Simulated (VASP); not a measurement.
**Ta: relaxation of cell and atoms with PBE**

The system is Ta.

```
Ta
1.0
     0.00000    1.88469    1.88469
     1.88469    0.00000    1.88469
     1.88469    1.88469    0.00000
Ta
1
Direct
  0.00000 0.00000 0.00000
```

This isn't the form of Ta at room conditions, which is bcc.

```json
{
 "Program": "VASP 6.6.1",
 "Task": "relaxation of cell and atoms",
 "Functional": "PBE",
 "Potentials or basis": "VASP PAW PBE potentials, release 64 (Ta_pv)",
 "Cutoff": "600 eV",
 "k mesh": "18 × 18 × 18",
 "Occupations": "fermi-dirac, width 0.1 eV",
 "Spin": "no spin polarisation",
 "Target pressure": "120 GPa",
 "Dipole correction": "no",
 "Further INCAR settings": "ALGO = Normal; EDIFF = 1e-07; IBRION = 2; EDIFFG = -0.005; NSW = 32; ISIF = 3"
}
```

```yaml
Relaxed_volume: 13.42 Å³/atom
Relaxed_cell: a = 2.668 Å, b = 2.668 Å, c = 2.668 Å, α = 60.00°, β = 60.00°, γ = 60.00°
Space_group_after_relaxing_to_0.1_Å: Fm-3m (No. 225)
Energy_change_on_relaxing_the_run_minimises_the_enthalpy: -25.5 meV/atom
Ionic_steps: 3
Pressure_after_relaxing: 120.0 GPa
Band_gap_on_the_k_mesh: zero (an odd number of electrons rules out a gap without spin polarisation)
```

Step by step:
| step | energy change (eV) | largest force (eV/Å) | pressure (GPa) | volume (Å³) |
| --- | --- | --- | --- | --- |
| 1 | 0.0000 | 0.0000 | 121.43 | 13.39 |
| 2 | -0.1700 | 0.0000 | 111.78 | 13.62 |
| 3 | -0.0255 | 0.0000 | 120.00 | 13.42 |

Final structure:
```cif
data_structure
_symmetry_space_group_name_H-M 'P 1'
_symmetry_Int_Tables_number 1
_cell_length_a 2.6676
_cell_length_b 2.6676
_cell_length_c 2.6676
_cell_angle_alpha 60.000
_cell_angle_beta 60.000
_cell_angle_gamma 60.000
_cell_volume 13.42
loop_
_atom_site_label
_atom_site_type_symbol
_atom_site_fract_x
_atom_site_fract_y
_atom_site_fract_z
_atom_site_occupancy
Ta1 Ta 0.00000 0.00000 0.00000 1
```

Levels at points of the mesh, in eV from the Fermi level:
| k point | band 3 | band 4 | band 5 | band 6 | band 7 | band 8 |
| --- | --- | --- | --- | --- | --- | --- |
| (0.00, 0.00, 0.00) | -32.45 | -9.46 | 0.02 | 0.02 | 0.02 | 4.69 |
| (0.50, 0.00, 0.00) | -32.82 | -6.34 | -0.39 | -0.39 | 2.43 | 8.41 |
| (0.50, 0.50, 0.00) | -33.48 | -6.83 | -5.57 | 5.67 | 8.44 | 9.58 |

Wall time 81 s on 1 thread of Intel Xeon 8259CL (shared host), peak memory 0.17 GiB.

Caveat: the cell is relaxed towards a set pressure, so the run minimises the enthalpy, not the energy; spin-orbit coupling is left out, which moves the levels of the heavy elements.
